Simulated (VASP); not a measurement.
Set up this calculation in VASP 6.6.1, as the native input.

```yaml
Task: single point
Functional: RPBE
Potentials_or_basis: VASP PAW PBE potentials, release 64 (Mn_pv)
Cutoff: 520 eV
k_mesh: 16 × 16 × 5
Occupations: fermi-dirac, width 0.05 eV
Spin: collinear spin, ferrimagnetic start
Starting_moments: "[0.929, 0.929, -0.848, -0.848] μB"
Dipole_correction: no
Further_INCAR_settings: ALGO = Normal; EDIFF = 1e-06; NBANDS = 38
```

The structure of Mn lies in POSCAR:

```
Mn
1.0
    2.5082149842      0.0000000000      0.0000000000
   -1.2541074921      2.1721778945      0.0000000000
    0.0000000000      0.0000000000      8.1484232489
Mn
4
Direct
    1.0000000000      1.0000000000      0.0000000000
    1.0000000000      1.0000000000      0.5000000000
    0.3333333333      0.6666666667      0.2500000000
    0.6666666667      0.3333333333      0.7500000000
```

This isn't the form of Mn at room conditions, which is a 58-atom cubic cell.

These files were run (other wordings do the same):

INCAR

```
ALGO = Normal ; EDIFF = 1E-6
ENCUT = 520 ; GGA = RP
ISIF = 2 ; ISMEAR = -1
ISPIN = 2 ; LASPH = True
LCHARG = True ; LELF = True
LMAXMIX = 4 ; LORBIT = 11
LREAL = False ; LVHAR = True
LWAVE = False ; MAGMOM = 0.929 0.929 -0.848 -0.848
NBANDS = 38 ; NELM = 150
PREC = Accurate ; SIGMA = 0.05
```

KPOINTS

```
k-points
0
Gamma
  16 16 5
```

Potentials or basis: VASP PAW PBE potentials, release 64 (Mn_pv).

Command:

```console
$ cat potpaw_PBE.64/Mn_pv/POTCAR > POTCAR
$ mpirun -np 1 vasp_std > vasp.out
```

Results of the run:

The pressure is 0.8 GPa, the net moment is 0.11 μB per cell and the site moments are Mn +0.98, -0.92 (each value once) μB. The valence electrons inside the program's atomic spheres are Mn 11.92, 11.91 (each value once).

Caveat: the PAW data sets were made with another functional, which shifts forces and pressure a little.

It took 8.3 min on 1 thread of AMD EPYC 7R43 64-Core Processor (Zen 3), with other jobs on the host, peak memory 0.28 GiB.
